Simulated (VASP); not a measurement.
# C (Fd-3m) in VASP: a series of runs

C is run at these levels: PBE; tasks: single point.

All numbers are computed with VASP 6.6.1; they aren't measurements. Logs are shortened: lines on timing, memory, paths and dates and some standing lists are left out, and cuts for length are marked.

### Step 1. The cell of the first run

Symmetry: Fd-3m, No. 227, cubic system. Conventional cell: a = 3.642 Å, b = 3.642 Å, c = 3.642 Å, α = 90.00°, β = 90.00°, γ = 90.00°. Within 2.1 Å of C (site symmetry -43m) lie 4 C at 1.58 Å.

### Step 2. Single point, PBE (volume scaled by 1.06)

Input file INCAR:

```
SYSTEM = C
PREC = Accurate ; ENCUT = 520
EDIFF = 1E-6 ; ISMEAR = 0
SIGMA = 0.02 ; LREAL = .False.
LASPH = .True. ; NELM = 80
ALGO = Normal ; ISIF = 2
LWAVE = .False. ; LCHARG = .False.
GGA = PE ; NBANDS = 11
```

Input file KPOINTS:

```
regular mesh
0
Gamma
  12 12 12
  0 0 0
```

Input file POSCAR:

```
C
1.0
    0.0000000000      1.8207602079      1.8207602079
    1.8207602079      0.0000000000      1.8207602079
    1.8207602079      1.8207602079      0.0000000000
C
2
Direct
    0.0000000000      0.0000000000      0.0000000000
    0.2500000000      0.2500000000      0.2500000000
```

Potentials or basis: VASP PAW PBE potentials, release 64 (C).

Run with:

```console
cat potpaw_PBE.64/C/POTCAR > POTCAR
mpirun -np 1 vasp_std > vasp.out
```

OUTCAR:

```text
SYSTEM = C
   PREC = Accurate
   ENCUT = 520
   EDIFF = 1E-6
   ISMEAR = 0
   LREAL = .False.
   LASPH = .True.
   NELM = 80
   ISIF = 2
   GGA = PE

 ion  position               nearest neighbor table
   1  0.000  0.000  0.000-   2 1.58   2 1.58   2 1.58   2 1.58
   2  0.250  0.250  0.250-   1 1.58   1 1.58   1 1.58   1 1.58

  LATTYP: Found a face centered cubic cell.
 ALAT       =     3.6415204158

  Lattice vectors:

 A1 = (   0.0000000000,   1.8207602079,   1.8207602079)
 A2 = (   1.8207602079,   0.0000000000,   1.8207602079)
 A3 = (   1.8207602079,   1.8207602079,   0.0000000000)

Analysis of symmetry for initial positions (statically):
=====================================================================
 Subroutine PRICEL returns:
 Original cell was already a primitive cell.

 Routine SETGRP: Setting up the symmetry group for a
 face centered cubic supercell.

 Subroutine GETGRP returns: Found 48 space group operations
 (whereof 24 operations were pure point group operations)
 out of a pool of 48 trial point group operations.

The static configuration has the point symmetry T_d .
 The point group associated with its full space group is O_h .

Analysis of symmetry for dynamics (positions and initial velocities):
=====================================================================
 Subroutine PRICEL returns:
 Original cell was already a primitive cell.

 Routine SETGRP: Setting up the symmetry group for a
 face centered cubic supercell.

 Subroutine GETGRP returns: Found 48 space group operations
 (whereof 24 operations were pure point group operations)
 out of a pool of 48 trial point group operations.

The dynamic configuration has the point symmetry T_d .
 The point group associated with its full space group is O_h .

 Subroutine INISYM returns: Found 48 space group operations
 (whereof 24 operations are pure point group operations),
 and found     1 'primitive' translations

----------------------------------------------------------------------------------------

                                     Primitive cell

  volume of cell :      12.0723

  direct lattice vectors                    reciprocal lattice vectors
[... 85 lines left out ...]
   ENCUT  =  520.0 eV  38.22 Ry    6.18 a.u.   4.79  4.79  4.79*2*pi/ulx,y,z
   NELM   =     80;   NELMIN=  2; NELMDL= -5     # of ELM steps
   EDIFF  = 0.1E-05   stopping-criterion for ELM
   LREAL  =      F    real-space projection
   EDIFFG = 0.1E-04   stopping-criterion for IOM
   NSW    =      0    number of steps for IOM
   IBRION =     -1    ionic relax: 0-MD 1-quasi-New 2-CG
   NFREE  =      0    steps in history (QN), initial steepest desc. (CG)
   ISIF   =      2    stress and relaxation
   ISYM   =      2    0-nonsym 1-usesym 2-fastsym
   POTIM  = 0.5000    time-step for ionic-motion
   TEBEG  =    0.0;   TEEND  =   0.0 temperature during run
   PSTRESS=    0.0 pullay stress
   NELECT =       8.0000    total number of electrons
   NUPDOWN=      -1.0000    fix difference up-down
   EMIN   =  10.00;   EMAX   =-10.00  energy-range for DOS
   EFERMI =   0.00;   METHOD = LEGACY
   ISMEAR =     0;   SIGMA  =   0.02  broadening in eV -4-tet -1-fermi 0-gaus
   EFERMI_NEDOS =   21; number of points for ismear=-14 and -15
   IALGO  =     38    algorithm
   IMIX   =      4    mixing-type and parameters
     AMIX     =   0.40;   BMIX     =  1.00
     AMIX_MAG =   1.60;   BMIX_MAG =  1.00
  volume/ion in A,a.u.               =       6.04        40.73
  Fermi-wavevector in a.u.,A,eV,Ry     =   1.427279  2.697165 27.716756  2.037124
  Thomas-Fermi vector in A             =   2.547465
   LORBIT       =      0    0 simple, 1 ext, 2 COOP (PROOUT), +10 PAW based schemes
   GGA     = PE    functional components
   LHFCALC =     F    Hartree Fock is set to
   AEXX    =    0.0000 exact exchange contribution
   IVDW    =     0    specifies the selected vdW correction
   LEPSILON=     F    determine dielectric tensor
   LRPA    =     F    only Hartree local field effects (RPA)
 non-spin polarized calculation
 Gauss-broadening in eV      SIGMA  =   0.02
  energy-cutoff  :      520.00
  volume of cell :       12.07
 maximum number of plane-waves:       335
   NGX =  9   NGY =  9   NGZ =  9

 number of electron       8.0000002 magnetization

 Free energy of the ion-electron system (eV)
  ---------------------------------------------------
  ext. energy  EPLUGINS =         0.00000000
  ---------------------------------------------------
  free energy    TOTEN  =       -18.13869116 eV

  energy without entropy =      -18.13869116  energy(sigma->0) =      -18.13869116

 E-fermi :   9.0020     XC(G=0): -12.9405

 val. band max:        8.8499791065   @ k =   0.0000   0.0000   0.0000
 cond. band min:      12.8636439947   @ k =   0.3333   0.3333   0.0000
 fundamental gap:      4.0136648882
 Fermi energy:         9.0019825761

 k-point     1 :       0.0000    0.0000    0.0000
  band No.  band energies     occupation
      1     -11.8086      2.00000
      2       8.8500      2.00000
      3       8.8500      2.00000
      4       8.8500      2.00000
      5      14.2691      0.00000
      6      14.2691      0.00000
      7      14.2691      0.00000
      8      20.7850      0.00000
      9      27.3687      0.00000
     10      34.7137      0.00000
     11      34.7137      0.00000
[... 309 lines left out ...]
 k-point    24 :      -0.4167    0.1667    0.0000
  band No.  band energies     occupation
      1      -5.9684      2.00000
      2      -3.0804      2.00000
      3       3.6313      2.00000
      4       5.4720      2.00000
      5      16.1069      0.00000
      6      18.6816      0.00000
      7      19.2764      0.00000
      8      23.5493      0.00000
      9      27.6105      0.00000
     10      32.2884      0.00000
     11      32.3598      0.00000

 [... further k-points ...]
[... 5 lines left out ...]
  --------------------------------------------------------------------------------------
  -------------------------------------------------------------------------------------
  Total       -1.6689574     -1.6689574     -1.6689574     -0.0000000      0.0000000     -0.0000000
  in kB     -221.4968654   -221.4968654   -221.4968654     -0.0000000      0.0000000     -0.0000000
  external PRESSURE =    -221.4968654 kB  Pullay stress =       0.0000000 kB

 VOLUME and BASIS-vectors are now :
 -----------------------------------------------------------------------------
  energy-cutoff  :      520.00
  volume of cell :       12.07
      direct lattice vectors                 reciprocal lattice vectors
     0.000000000  1.820760208  1.820760208    -0.274610571  0.274610571  0.274610571
     1.820760208  0.000000000  1.820760208     0.274610571 -0.274610571  0.274610571
     1.820760208  1.820760208  0.000000000     0.274610571  0.274610571 -0.274610571

 POSITION                                       TOTAL-FORCE (eV/Angst)
 -----------------------------------------------------------------------------------
      0.00000      0.00000      0.00000         0.000000      0.000000      0.000000
      0.91038      0.91038      0.91038        -0.000000     -0.000000     -0.000000
 -----------------------------------------------------------------------------------
    total drift:                                0.000000      0.000000      0.000000

  FREE ENERGIE OF THE ION-ELECTRON SYSTEM (eV)
  ---------------------------------------------------
  free  energy   TOTEN  =       -18.1386911645 eV

  energy  without entropy=      -18.1386911645  energy(sigma->0) =      -18.13869116
```

OSZICAR:

```text
N       E                     dE             d eps       ncg     rms          rms(c)
DAV:   1     0.964676691731E+00    0.96468E+00   -0.48561E+03  1632   0.718E+02
DAV:   2    -0.182296460873E+02   -0.19194E+02   -0.18103E+02  2091   0.121E+02
DAV:   3    -0.186622906103E+02   -0.43264E+00   -0.43148E+00  1884   0.141E+01
DAV:   4    -0.186631673091E+02   -0.87670E-03   -0.87669E-03  1696   0.756E-01
DAV:   5    -0.186631684462E+02   -0.11371E-05   -0.11371E-05  1824   0.258E-02    0.512E+00
DAV:   6    -0.182695645198E+02    0.39360E+00   -0.20572E-01  1629   0.315E+00    0.306E+00
DAV:   7    -0.181369656581E+02    0.13260E+00   -0.25754E-01  1671   0.357E+00    0.661E-01
DAV:   8    -0.181386241589E+02   -0.16585E-02   -0.75124E-03  1629   0.635E-01    0.417E-02
DAV:   9    -0.181386708709E+02   -0.46712E-04   -0.63270E-05  1907   0.638E-02    0.234E-02
DAV:  10    -0.181386911175E+02   -0.20247E-04   -0.16366E-05  1677   0.347E-02    0.514E-03
DAV:  11    -0.181386911645E+02   -0.47072E-07   -0.25274E-07  1390   0.451E-03
   1 F= -.18138691E+02 E0= -.18138691E+02  d E =-.160635E-29
```

stdout:

```text
POSCAR found type information on POSCAR C
 POSCAR found :  1 types and       2 ions
 scaLAPACK will be used
 LDA part: xc-table for (Slater+PW92), standard interpolation
 POSCAR, INCAR and KPOINTS ok, starting setup
 FFT: planning ... GRIDC
 FFT: planning ... GRID_SOFT
 FFT: planning ... GRID
 WAVECAR not read
 entering main loop
```

Wall time 3.7 s (1 thread of Intel Xeon 6975P-C (Granite Rapids), shared host); peak memory 0.12 GiB.

What came out:

| Property | Result |
| --- | --- |
| Free energy | -18.1387 eV |
| Pressure | -22.1 GPa |
| Band gap on the k mesh | 4.01 eV, indirect (least direct gap 5.42 eV) |

### Step 3. Single point, PBE (volume scaled by 1.10)

Input file INCAR:

```
SYSTEM = C
PREC = Accurate
ENCUT = 520
EDIFF = 1E-6
ISMEAR = 0
SIGMA = 0.02
LREAL = .FALSE.
LASPH = .TRUE.
NELM = 80
ALGO = Normal
ISIF = 2
LWAVE = .FALSE.
LCHARG = .TRUE.
GGA = PE
LELF = .TRUE.
LVHAR = .TRUE.
NBANDS = 11
```

Input file KPOINTS:

```
regular mesh
0
G
  12 12 12
  0 0 0
```

Input file POSCAR:

```
C
1.0
    0.0000000000      1.8433806601      1.8433806601
    1.8433806601      0.0000000000      1.8433806601
    1.8433806601      1.8433806601      0.0000000000
C
2
Direct
    0.0000000000      0.0000000000      0.0000000000
    0.2500000000      0.2500000000      0.2500000000
```

Potentials or basis: VASP PAW PBE potentials, release 64 (C).

Run with:

```console
cat potpaw_PBE.64/C/POTCAR > POTCAR
mpirun -np 1 vasp_std > vasp.out
```

OUTCAR:

```text
SYSTEM = C
   PREC = Accurate
   ENCUT = 520
   EDIFF = 1E-6
   ISMEAR = 0
   LREAL = .FALSE.
   LASPH = .TRUE.
   NELM = 80
   ISIF = 2
   GGA = PE

 ion  position               nearest neighbor table
   1  0.000  0.000  0.000-   2 1.60   2 1.60   2 1.60   2 1.60
   2  0.250  0.250  0.250-   1 1.60   1 1.60   1 1.60   1 1.60

  LATTYP: Found a face centered cubic cell.
 ALAT       =     3.6867613202

  Lattice vectors:

 A1 = (   0.0000000000,   1.8433806601,   1.8433806601)
 A2 = (   1.8433806601,   0.0000000000,   1.8433806601)
 A3 = (   1.8433806601,   1.8433806601,   0.0000000000)

Analysis of symmetry for initial positions (statically):
=====================================================================
 Subroutine PRICEL returns:
 Original cell was already a primitive cell.

 Routine SETGRP: Setting up the symmetry group for a
 face centered cubic supercell.

 Subroutine GETGRP returns: Found 48 space group operations
 (whereof 24 operations were pure point group operations)
 out of a pool of 48 trial point group operations.

The static configuration has the point symmetry T_d .
 The point group associated with its full space group is O_h .

Analysis of symmetry for dynamics (positions and initial velocities):
=====================================================================
 Subroutine PRICEL returns:
 Original cell was already a primitive cell.

 Routine SETGRP: Setting up the symmetry group for a
 face centered cubic supercell.

 Subroutine GETGRP returns: Found 48 space group operations
 (whereof 24 operations were pure point group operations)
 out of a pool of 48 trial point group operations.

The dynamic configuration has the point symmetry T_d .
 The point group associated with its full space group is O_h .
[... 115 lines left out ...]
   EFERMI_NEDOS =   21; number of points for ismear=-14 and -15
   IALGO  =     38    algorithm
   IMIX   =      4    mixing-type and parameters
     AMIX     =   0.40;   BMIX     =  1.00
     AMIX_MAG =   1.60;   BMIX_MAG =  1.00
  volume/ion in A,a.u.               =       6.26        42.27
  Fermi-wavevector in a.u.,A,eV,Ry     =   1.409764  2.664068 27.040695  1.987435
  Thomas-Fermi vector in A             =   2.531787
   LORBIT       =      0    0 simple, 1 ext, 2 COOP (PROOUT), +10 PAW based schemes
   GGA     = PE    functional components
   LHFCALC =     F    Hartree Fock is set to
   AEXX    =    0.0000 exact exchange contribution
   IVDW    =     0    specifies the selected vdW correction
   LEPSILON=     F    determine dielectric tensor
   LRPA    =     F    only Hartree local field effects (RPA)
 non-spin polarized calculation
 Gauss-broadening in eV      SIGMA  =   0.02
  energy-cutoff  :      520.00
  volume of cell :       12.53
 maximum number of plane-waves:       347
   NGX =  9   NGY =  9   NGZ =  9

 number of electron       8.0000002 magnetization

 Free energy of the ion-electron system (eV)
  ---------------------------------------------------
  ext. energy  EPLUGINS =         0.00000000
  ---------------------------------------------------
  free energy    TOTEN  =       -18.05867020 eV

  energy without entropy =      -18.05867020  energy(sigma->0) =      -18.05867020

 E-fermi :   8.5338     XC(G=0): -12.7579

 val. band max:        8.3457187220   @ k =   0.0000   0.0000   0.0000
 cond. band min:      12.2782578208   @ k =   0.3333   0.3333   0.0000
 fundamental gap:      3.9325390988
 Fermi energy:         8.5337598567

 k-point     1 :       0.0000    0.0000    0.0000
  band No.  band energies     occupation
      1     -11.8429      2.00000
      2       8.3457      2.00000
      3       8.3457      2.00000
      4       8.3457      2.00000
      5      13.6636      0.00000
      6      13.6636      0.00000
      7      13.6636      0.00000
      8      19.4782      0.00000
      9      26.4221      0.00000
     10      33.8215      0.00000
     11      33.8215      0.00000
[... 309 lines left out ...]
 k-point    24 :      -0.4167    0.1667    0.0000
  band No.  band energies     occupation
      1      -6.2007      2.00000
      2      -3.2455      2.00000
      3       3.2737      2.00000
      4       5.0874      2.00000
      5      15.4224      0.00000
      6      17.9422      0.00000
      7      18.3347      0.00000
      8      22.6091      0.00000
      9      26.7178      0.00000
     10      31.1433      0.00000
     11      31.4656      0.00000

 [... further k-points ...]
[... 5 lines left out ...]
  --------------------------------------------------------------------------------------
  -------------------------------------------------------------------------------------
  Total       -2.6711827     -2.6711827     -2.6711827      0.0000000      0.0000000      0.0000000
  in kB     -341.6167064   -341.6167064   -341.6167064      0.0000000      0.0000000      0.0000000
  external PRESSURE =    -341.6167064 kB  Pullay stress =       0.0000000 kB

 VOLUME and BASIS-vectors are now :
 -----------------------------------------------------------------------------
  energy-cutoff  :      520.00
  volume of cell :       12.53
      direct lattice vectors                 reciprocal lattice vectors
     0.000000000  1.843380660  1.843380660    -0.271240776  0.271240776  0.271240776
     1.843380660  0.000000000  1.843380660     0.271240776 -0.271240776  0.271240776
     1.843380660  1.843380660  0.000000000     0.271240776  0.271240776 -0.271240776

 POSITION                                       TOTAL-FORCE (eV/Angst)
 -----------------------------------------------------------------------------------
      0.00000      0.00000      0.00000         0.000000      0.000000      0.000000
      0.92169      0.92169      0.92169        -0.000000     -0.000000     -0.000000
 -----------------------------------------------------------------------------------
    total drift:                                0.000000      0.000000      0.000000

  FREE ENERGIE OF THE ION-ELECTRON SYSTEM (eV)
  ---------------------------------------------------
  free  energy   TOTEN  =       -18.0586702031 eV

  energy  without entropy=      -18.0586702031  energy(sigma->0) =      -18.05867020
```

OSZICAR:

```text
N       E                     dE             d eps       ncg     rms          rms(c)
DAV:   1     0.494086842098E+00    0.49409E+00   -0.46672E+03  1643   0.711E+02
DAV:   2    -0.180979481226E+02   -0.18592E+02   -0.17843E+02  2126   0.118E+02
DAV:   3    -0.185201997970E+02   -0.42225E+00   -0.42086E+00  1873   0.137E+01
DAV:   4    -0.185211452784E+02   -0.94548E-03   -0.94546E-03  1723   0.764E-01
DAV:   5    -0.185211465270E+02   -0.12487E-05   -0.12486E-05  1811   0.274E-02    0.488E+00
DAV:   6    -0.181740051508E+02    0.34714E+00   -0.18190E-01  1632   0.294E+00    0.291E+00
DAV:   7    -0.180570339556E+02    0.11697E+00   -0.23099E-01  1692   0.335E+00    0.608E-01
DAV:   8    -0.180586004308E+02   -0.15665E-02   -0.68601E-03  1653   0.601E-01    0.406E-02
DAV:   9    -0.180586503221E+02   -0.49891E-04   -0.64264E-05  1896   0.642E-02    0.227E-02
DAV:  10    -0.180586701707E+02   -0.19849E-04   -0.16763E-05  1680   0.346E-02    0.495E-03
DAV:  11    -0.180586702031E+02   -0.32352E-07   -0.25092E-07  1362   0.444E-03
   1 F= -.18058670E+02 E0= -.18058670E+02  d E =-.795641E-43
```

stdout:

```text
POSCAR found type information on POSCAR C
 POSCAR found :  1 types and       2 ions
 scaLAPACK will be used
 LDA part: xc-table for (Slater+PW92), standard interpolation
 POSCAR, INCAR and KPOINTS ok, starting setup
 FFT: planning ... GRIDC
 FFT: planning ... GRID_SOFT
 FFT: planning ... GRID
 WAVECAR not read
 entering main loop
```

Wall time 3.9 s (1 thread of Intel Xeon 6975P-C (Granite Rapids), shared host); peak memory 0.12 GiB.

Results:

```yaml
Free_energy: -18.0587 eV
Pressure: -34.2 GPa
Band_gap_on_the_k_mesh: 3.93 eV, indirect (least direct gap 5.32 eV)
```

 A k mesh can miss the band edges.
